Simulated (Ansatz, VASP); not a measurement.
# One calculation of MgO, two programs

INCAR

```
ALGO = Normal
EDIFF = 1E-7
ENCUT = 520
GGA = PE
ISIF = 2
ISMEAR = -1
LASPH = True
LCHARG = True
LELF = True
LREAL = False
LVHAR = True
LWAVE = False
NBANDS = 11
NELM = 60
PREC = Accurate
SIGMA = 0.02
```

File KPOINTS:

```
k-points
0
Gamma
  10 10 10
```

Contents of POSCAR:

```
MgO
1.0
    2.5714942600     -0.0518548678     -0.0518548678
   -0.0518548678      2.5714942600     -0.0518548678
   -0.0518548678     -0.0518548678      2.5714942600
Mg O
1 1
Direct
    0.0000000000      0.0000000000      0.0000000000
    0.5000000000      0.5000000000      0.5000000000
```

Input for Ansatz:

```yaml
crystal:
  lattice:
    - [2.57149426, -0.0518548678, -0.0518548678]
    - [-0.0518548678, 2.57149426, -0.0518548678]
    - [-0.0518548678, -0.0518548678, 2.57149426]
  atoms:
    - { symbol: Mg, position: [0.0, 0.0, 0.0] }
    - { symbol: O, position: [0.5, 0.5, 0.5] }
kpoints:
  mp_grid: { grid: [10, 10, 10] }
  band_path:
    path:
      - [0.0, 0.0, 0.0]
      - [0.0, 0.5, 0.0]
      - [0.5, 0.5, 0.0]
      - [0.5, 0.5, 0.5]
      - [0.0, 0.5, 0.5]
    npoints: 1
hamiltonian:
  xc: pbe
scf:
  occupations: { method: fermi_dirac, width: 0.02 }
  n_extra_bands: 4
output:
  forces: true
  stress: true
  eigenvalues: true
```

Change from the starting cell: shear_111 strain -5.9%.

Alike in both runs: task single point; functional PBE; k mesh 10 × 10 × 10; occupations fermi-dirac, width 0.02 eV; no spin polarisation.

|  | VASP | Ansatz |
| --- | --- | --- |
| version | VASP 6.6.1 | Ansatz 0.2.0 |
| potentials or method | VASP PAW PBE potentials, release 64 (Mg, O) | plane waves, PAW |
| plane-wave cutoff (eV) | 520 | 420 |
| valence electrons in the cell | 8 | 16 |

Ansatz gave:

```
gap on the k mesh at the Fermi level (eV)                     : 3.26
pressure (GPa)                                                : 18.0
traceless stress, the component that is largest in VASP (GPa) : -1.24
```

Q: Which values does VASP return?

A: gap on the k mesh at the Fermi level (eV): 3.25; pressure (GPa): 17.3; traceless stress, the component that is largest in VASP (GPa): -1.23.

With one functional, cell and mesh, what is left measures potentials, basis and numerics. VASP's potentials hold 8 valence electrons a cell and Ansatz's 16, so a difference there can come from the potentials and not from the codes.
